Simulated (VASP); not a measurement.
Set up this calculation in VASP 6.6.1, as the native input.

```yaml
Task: single point
Functional: PBE
Potentials_or_basis: VASP PAW PBE potentials, release 64 (Yb, V_sv, H)
Cutoff: 520 eV
k_mesh: 4 × 4 × 5
Occupations: fermi-dirac, width 0.1 eV
Spin: collinear spin, ferromagnetic start
Starting_moments: "[0.15, 0.15, 1.55, 0.0, 0.0, 0.0, 0.0, 0.0, 0.0] μB"
Dipole_correction: no
Further_INCAR_settings: ALGO = Normal; EDIFF = 1e-06; NBANDS = 48
```

The structure of Yb2VH6 lies in POSCAR:

```
Yb2VH6
1.0
    5.0867465004      0.0000049502      0.0000037066
   -2.5433689583      4.4052541699     -0.0000037066
    0.0000027602     -0.0000015936      3.8948910638
Yb V H
2 1 6
Direct
    0.3333335322      0.6666664678      0.2591561159
    0.6666664678      0.3333335322      0.7408438841
    0.0000000000      0.0000000000      0.0000000000
    0.8186851071      0.1813148929      0.2314054337
    0.8186858182      0.6373708455      0.2314046297
    0.3626291545      0.1813141818      0.2314046297
    0.1813148929      0.8186851071      0.7685945663
    0.6373708455      0.8186858182      0.7685953703
    0.1813141818      0.3626291545      0.7685953703
```

One way to write it, as run:

INCAR

```
SYSTEM = Yb2VH6
PREC = Accurate
ENCUT = 520
EDIFF = 1E-6
ISMEAR = -1
SIGMA = 0.1
LREAL = .FALSE.
LASPH = .TRUE.
NELM = 150
ALGO = Normal
ISIF = 2
LWAVE = .FALSE.
LCHARG = .FALSE.
ISPIN = 2
MAGMOM = 0.15 0.15 1.55 0 0 0 0 0 0
LORBIT = 11
LMAXMIX = 6
GGA = PE
NBANDS = 48
```

KPOINTS

```
Automatic mesh
0
G
  4 4 5
  0 0 0
```

Potentials or basis: VASP PAW PBE potentials, release 64 (Yb, V_sv, H).

Launch:

```console
$ cat potpaw_PBE.64/Yb/POTCAR potpaw_PBE.64/V_sv/POTCAR potpaw_PBE.64/H/POTCAR > POTCAR
$ mpirun -np 1 vasp_std > vasp.out
```

It gave:

The pressure is -0.3 GPa, the largest force is 0.009 eV/Å and the net moment is 2.63 μB per cell. The site moments are Yb +0.16; V +1.98; H -0.00 μB and the valence electrons inside the program's atomic spheres are Yb 22.15; V 11.57; H 0.55.

Run time: 7.3 min on 1 thread of Oxide Virtual Turin-like Processor (shared host), peak memory 0.28 GiB.
